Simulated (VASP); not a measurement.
# H19C2NO8 in VASP: further runs

H19C2NO8 is run at these levels: PBE; tasks: single point.

Everything below comes from runs of VASP 6.6.1. Logs are shortened: lines on timing, memory, paths and dates and some standing lists are left out, and cuts for length are marked.

### 1 The cell of the first run

The cell holds an amorphous packing of atoms, 30 atoms: a = 6.303 Å, b = 6.318 Å, c = 5.977 Å, α = 90.00°, β = 90.00°, γ = 90.00°.

### 2 Single point, PBE

INCAR reads:

```
SYSTEM = H19C2NO8
ALGO = Normal ; EDIFF = 1E-6
ENCUT = 520 ; GGA = PE
ISIF = 2 ; ISMEAR = -1
LASPH = .True. ; LCHARG = .True.
LELF = .True. ; LREAL = Auto
LVHAR = .True. ; LWAVE = .False.
NBANDS = 61 ; NELM = 60
PREC = Accurate ; SIGMA = 0.05
```

KPOINTS reads:

```
k-points
0
Gamma
  1 1 1
  0 0 0
```

POSCAR reads:

```
H19C2NO8
1.0
    6.3027050000      0.0000000000      0.0000000000
    0.0000000000      6.3183980000      0.0000000000
    0.0000000000      0.0000000000      5.9774600000
O H C N
8 19 2 1
Direct
    0.1417327957      0.8875509267      0.7885289069
    0.0358258875      0.2460117264      0.7171273417
    0.1079853809      0.6119430906      0.5077909346
    0.4633566064      1.0364969095      0.6232245803
    0.7591661041     -0.0270005150      0.8734311898
    0.5240448347      0.7922736111      0.3366981962
    0.3773300511      0.3449450320      0.3767653820
    0.8957741160      0.8307960341      0.2040666102
    0.1764163165      0.7769374452      0.8955476072
    0.2885110441      0.9470280283      0.7463036139
    0.1543622937      0.1602463156      0.6612842244
    0.0290510186      0.3820430432      0.6422460376
    0.1156487572      0.7342209212      0.6286114838
    0.0110428776      0.6488986607      0.3878570496
    0.4187091098      1.1721642100      0.5430902089
    0.4863308690      0.9106580497      0.5131611086
    0.8786386163      0.0443941645      0.7933971955
    0.6316970253      0.0230754694      0.7905531781
    0.6701091039      0.8221704299      0.2842344407
    0.4242622810      0.7684542822      0.2143719908
    0.2785470683      0.4604806472      0.4242772014
    0.4471889451      0.3992784247      0.2447193289
    0.9323774475      0.9580118251      0.2781448977
    0.8328646192      0.8894184887      0.0518949520
    0.6082626428      0.4297924885      0.6003720644
    0.7810931973      0.5901495917      0.7575960358
    0.7148359316      0.3332173757      0.8568522416
    0.6623187980      0.4643423855      0.7673326128
    0.4841730654      0.5371298231      0.9009846992
    0.3448836650      0.5925077844      1.0155985987
```

Potentials or basis: VASP PAW PBE potentials, release 64 (O, H, C, N).

Launch:

```console
$ cat potpaw_PBE.64/O/POTCAR potpaw_PBE.64/H/POTCAR potpaw_PBE.64/C/POTCAR potpaw_PBE.64/N/POTCAR > POTCAR
$ mpirun -np 1 vasp_gam > vasp.out
```

OUTCAR:

```text
SYSTEM = H19C2NO8
   EDIFF = 1E-6
   ENCUT = 520
   GGA = PE
   ISIF = 2
   ISMEAR = -1
   LASPH = .True.
   LREAL = Auto
   NELM = 60
   PREC = Accurate

 ion  position               nearest neighbor table
   1  0.142  0.888  0.789-   9 0.97  10 1.03  13 1.37
   2  0.036  0.246  0.717-  12 0.97  11 0.98
   3  0.108  0.612  0.508-  14 0.97  13 1.06
   4  0.463  0.036  0.623-  15 1.02  16 1.04
   5  0.759  0.973  0.873-  18 1.00  17 1.00  24 1.28
   6  0.524  0.792  0.337-  20 0.98  19 0.99  16 1.31
   7  0.377  0.345  0.377-  22 0.97  21 1.00
   8  0.896  0.831  0.204-  23 0.95  24 1.06
   9  0.176  0.777  0.896-   1 0.97
  10  0.289  0.947  0.746-   1 1.03
  11  0.154  0.160  0.661-   2 0.98
  12  0.029  0.382  0.642-   2 0.97
  13  0.116  0.734  0.629-   3 1.06   1 1.37
  14  0.011  0.649  0.388-   3 0.97
  15  0.419  0.172  0.543-   4 1.02
  16  0.486  0.911  0.513-   4 1.04   6 1.31
  17  0.879  0.044  0.793-   5 1.00
  18  0.632  0.023  0.791-   5 1.00
  19  0.670  0.822  0.284-   6 0.99
  20  0.424  0.768  0.214-   6 0.98
  21  0.279  0.460  0.424-   7 1.00
  22  0.447  0.399  0.245-   7 0.97
  23  0.932  0.958  0.278-   8 0.95
  24  0.833  0.889  0.052-   8 1.06   5 1.28
  25  0.608  0.430  0.600-  28 1.08
  26  0.781  0.590  0.758-  28 1.09
  27  0.715  0.333  0.857-  28 1.04
  28  0.662  0.464  0.767-  27 1.04  25 1.08  26 1.09  29 1.45
  29  0.484  0.537  0.901-  30 1.17  28 1.45
  30  0.345  0.593  0.016-  29 1.17

  LATTYP: Found a simple orthorhombic cell.
 ALAT       =     5.9774600000
 B/A-ratio  =     1.0544119074
 C/A-ratio  =     1.0570372700

  Lattice vectors:

 A1 = (   0.0000000000,   0.0000000000,   5.9774600000)
 A2 = (   6.3027050000,   0.0000000000,   0.0000000000)
 A3 = (   0.0000000000,   6.3183980000,   0.0000000000)

Analysis of symmetry for initial positions (statically):
=====================================================================
 Subroutine PRICEL returns:
 Original cell was already a primitive cell.

 Routine SETGRP: Setting up the symmetry group for a
 simple orthorhombic supercell.

 Subroutine GETGRP returns: Found  1 space group operations
 (whereof  1 operations were pure point group operations)
 out of a pool of  8 trial point group operations.

The static configuration has the point symmetry C_1 .

Analysis of symmetry for dynamics (positions and initial velocities):
=====================================================================
 Subroutine PRICEL returns:
 Original cell was already a primitive cell.

 Routine SETGRP: Setting up the symmetry group for a
 simple orthorhombic supercell.

 Subroutine GETGRP returns: Found  1 space group operations
 (whereof  1 operations were pure point group operations)
 out of a pool of  8 trial point group operations.

The dynamic configuration has the point symmetry C_1 .

 Subroutine INISYM returns: Found  1 space group operations
 (whereof  1 operations are pure point group operations),
 and found     1 'primitive' translations

----------------------------------------------------------------------------------------

                                     Primitive cell

  volume of cell :     238.0404

  direct lattice vectors                    reciprocal lattice vectors
     6.302705000  0.000000000  0.000000000     0.158662035  0.000000000  0.000000000
     0.000000000  6.318398000  0.000000000     0.000000000  0.158267966  0.000000000
     0.000000000  0.000000000  5.977460000     0.000000000  0.000000000  0.167295139

  length of vectors
     6.302705000  6.318398000  5.977460000     0.158662035  0.158267966  0.167295139

  position of ions in fractional coordinates (direct lattice)
     0.141732796  0.887550927  0.788528907
     0.035825888  0.246011726  0.717127342
     0.107985381  0.611943091  0.507790935
     0.463356606  0.036496910  0.623224580
     0.759166104  0.972999485  0.873431190
     0.524044835  0.792273611  0.336698196
[... 22 lines left out ...]
     0.484173065  0.537129823  0.900984699
     0.344883665  0.592507784  0.015598599

  ion indices of the primitive-cell ions
   primitive index   ion index
                 1           1
                 2           2
                 3           3
                 4           4
                 5           5
                 6           6
[... 22 lines left out ...]
                29          29
                30          30

----------------------------------------------------------------------------------------

 KPOINTS: k-points

Automatic generation of k-mesh.
 Grid dimensions read from file:
 generate k-points for:    1    1    1

 Generating k-lattice:

  Cartesian coordinates                     Fractional coordinates (reciprocal lattice)
     0.158662035  0.000000000  0.000000000     1.000000000  0.000000000  0.000000000
     0.000000000  0.158267966  0.000000000     0.000000000  1.000000000  0.000000000
     0.000000000  0.000000000  0.167295139     0.000000000  0.000000000  1.000000000

  Length of vectors
     0.158662035  0.158267966  0.167295139

  Shift w.r.t. Gamma in fractional coordinates (k-lattice)
     0.000000000  0.000000000  0.000000000

 Subroutine IBZKPT returns following result:
 ===========================================

 Found      1 irreducible k-points:

 Following reciprocal coordinates:
            Coordinates               Weight
  0.000000  0.000000  0.000000      1.000000
   k-points           NKPTS =      1   k-points in BZ     NKDIM =      1   number of bands    NBANDS=     61
   number of dos      NEDOS =    301   number of ions     NIONS =     30
   total plane-waves  NPLWV = 110592
   dimension x,y,z NGX =    48 NGY =   48 NGZ =   48
   dimension x,y,z NGXF=    96 NGYF=   96 NGZF=   96
   ions per type =               8  19   2   1
   NGX,Y,Z   is equivalent  to a cutoff of  12.66, 12.63, 13.35 a.u.
   NGXF,Y,Z  is equivalent  to a cutoff of  25.32, 25.26, 26.70 a.u.
 SYSTEM =  H19C2NO8
   PREC   = accura    normal or accurate (medium, high low for compatibility)
   ISTART =      0    job   : 0-new  1-cont  2-samecut
   ICHARG =      2    charge: 1-file 2-atom 10-const
   ISPIN  =      1    spin polarized calculation?
   LNONCOLLINEAR =      F non collinear calculations
   LSORBIT =      F    spin-orbit coupling
   LASPH  =      T    aspherical Exc in radial PAW
   ENCUT  =  520.0 eV  38.22 Ry    6.18 a.u.  11.72 11.75 11.11*2*pi/ulx,y,z
   NELM   =     60;   NELMIN=  2; NELMDL= -5     # of ELM steps
   EDIFF  = 0.1E-05   stopping-criterion for ELM
   LREAL  =      T    real-space projection
   EDIFFG = 0.1E-04   stopping-criterion for IOM
   NSW    =      0    number of steps for IOM
   IBRION =     -1    ionic relax: 0-MD 1-quasi-New 2-CG
   NFREE  =      0    steps in history (QN), initial steepest desc. (CG)
   ISIF   =      2    stress and relaxation
   ISYM   =      2    0-nonsym 1-usesym 2-fastsym
   POTIM  = 0.5000    time-step for ionic-motion
   TEBEG  =    0.0;   TEEND  =   0.0 temperature during run
   PSTRESS=    0.0 pullay stress
   NELECT =      80.0000    total number of electrons
   NUPDOWN=      -1.0000    fix difference up-down
   EMIN   =  10.00;   EMAX   =-10.00  energy-range for DOS
   EFERMI =   0.00;   METHOD = LEGACY
   ISMEAR =    -1;   SIGMA  =   0.05  broadening in eV -4-tet -1-fermi 0-gaus
   EFERMI_NEDOS =   21; number of points for ismear=-14 and -15
   IALGO  =     38    algorithm
   IMIX   =      4    mixing-type and parameters
     AMIX     =   0.40;   BMIX     =  1.00
     AMIX_MAG =   1.60;   BMIX_MAG =  1.00
  volume/ion in A,a.u.               =       7.93        53.55
  Fermi-wavevector in a.u.,A,eV,Ry     =   1.138207  2.150899 17.626556  1.295515
  Thomas-Fermi vector in A             =   2.274912
   LORBIT       =      0    0 simple, 1 ext, 2 COOP (PROOUT), +10 PAW based schemes
   GGA     = PE    functional components
   LHFCALC =     F    Hartree Fock is set to
   AEXX    =    0.0000 exact exchange contribution
   IVDW    =     0    specifies the selected vdW correction
   LEPSILON=     F    determine dielectric tensor
   LRPA    =     F    only Hartree local field effects (RPA)
 non-spin polarized calculation
  energy-cutoff  :      520.00
  volume of cell :      238.04
 maximum number of plane-waves:      3210
 NGX is ok and might be reduce to    48
   NGX = 23   NGY = 23   NGZ = 23

 number of electron      79.9999999 magnetization

 Free energy of the ion-electron system (eV)
  ---------------------------------------------------
  ext. energy  EPLUGINS =         0.00000000
  ---------------------------------------------------
  free energy    TOTEN  =      -151.14939450 eV

  energy without entropy =     -151.14939450  energy(sigma->0) =     -151.14939450

 E-fermi :  -1.0288     XC(G=0):  -7.8008

 val. band max:       -2.2440224346   @ k =   0.0000   0.0000   0.0000
 cond. band min:       2.9919088738   @ k =   0.0000   0.0000   0.0000
 fundamental gap:      5.2359313084
 Fermi energy:        -1.0288024079

 k-point     1 :       0.0000    0.0000    0.0000
  band No.  band energies     occupation
      1     -21.9195      2.00000
      2     -21.1934      2.00000
      3     -20.9388      2.00000
      4     -20.7050      2.00000
      5     -20.5515      2.00000
      6     -20.3241      2.00000
[... 44 lines left out ...]
     51       8.5747      0.00000
     52       8.8962      0.00000
 [bands above 52 left out]

------------------------ aborting loop because EDIFF is reached ----------------------------------------

  FORCE on cell =-STRESS in cart. coord.  units (eV):
  Direction    XX          YY          ZZ          XY          YZ          ZX
  --------------------------------------------------------------------------------------
  -------------------------------------------------------------------------------------
  Total       15.0377584     16.6339464     16.2507102     -1.9969952     -1.4890152      2.0791631
  in kB      101.2145730    111.9580284    109.3785825    -13.4411670    -10.0221077     13.9942139
  external PRESSURE =     107.5170613 kB  Pullay stress =       0.0000000 kB

 VOLUME and BASIS-vectors are now :
 -----------------------------------------------------------------------------
  energy-cutoff  :      520.00
  volume of cell :      238.04
      direct lattice vectors                 reciprocal lattice vectors
     6.302705000  0.000000000  0.000000000     0.158662035  0.000000000  0.000000000
     0.000000000  6.318398000  0.000000000     0.000000000  0.158267966  0.000000000
     0.000000000  0.000000000  5.977460000     0.000000000  0.000000000  0.167295139

 POSITION                                       TOTAL-FORCE (eV/Angst)
 -----------------------------------------------------------------------------------
      0.89330      5.60790      4.71340         0.399160     -0.598125      0.420876
      0.22580      1.55440      4.28660         0.117440     -0.791661      0.157212
      0.68060      3.86650      3.03530        -0.048363     -0.675909      0.452771
      2.92040      0.23060      3.72530        -0.581830      1.221295      1.307239
      4.78480      6.14780      5.22090         0.397975      0.566703     -0.588676
      3.30290      5.00590      2.01260        -0.585337     -0.653906      0.622475
[... 22 lines left out ...]
      3.05160      3.39380      5.38560         0.323523      0.113568     -0.677137
      2.17370      3.74370      0.09324         0.091350     -0.278913     -0.796503
 -----------------------------------------------------------------------------------
    total drift:                               -0.004558      0.007158      0.003664

  FREE ENERGIE OF THE ION-ELECTRON SYSTEM (eV)
  ---------------------------------------------------
  free  energy   TOTEN  =      -151.1493945010 eV

  energy  without entropy=     -151.1493945009  energy(sigma->0) =     -151.14939450
```

Wall time 37 s (1 thread of AMD EPYC 7R13 (Zen 3), shared host); peak memory 0.29 GiB.

Results:

| Item | Value |
| --- | --- |
| Free energy | -151.1494 eV |
| Pressure | 10.8 GPa |
| Largest force | 2.635 eV/Å |
| Band gap on the k mesh | 5.24 eV |

Forces on the atoms (eV/Å):
```
O    0.399 -0.598  0.421
O    0.117 -0.792  0.157
O   -0.048 -0.676  0.453
O   -0.582  1.221  1.307
O    0.398  0.567 -0.589
O   -0.585 -0.654  0.622
O    0.070 -0.588  0.078
O    0.080 -1.106  0.197
H   -0.119 -0.115  0.858
H   -0.050  0.007 -0.113
H   -0.641  0.914  0.072
H    0.468  0.696 -0.643
H   -0.129 -0.079 -0.780
H   -0.246  0.518 -0.544
H    0.694 -0.651 -0.622
H   -0.173  0.457 -0.903
H   -0.082 -0.020  0.463
H   -0.704 -0.241 -0.167
H    0.650 -0.288 -0.485
H    0.055  0.007  0.100
H   -0.305  0.418  0.097
H    0.021 -0.167  0.023
H    0.750  1.212  0.760
H    0.020 -0.105 -0.117
H   -0.219 -0.324 -0.553
H    0.026  0.006  0.211
H    1.061 -1.643  0.569
C   -1.342  2.188  0.599
C    0.324  0.114 -0.677
N    0.091 -0.279 -0.797
```

Stress tensor (GPa, compression positive):
```
10.12 -1.34  1.40
-1.34 11.20 -1.00
 1.40 -1.00 10.94
```

Caveat: the k points lie up to 1.05 Å⁻¹ apart.

(Continued in part 2 of 3.)
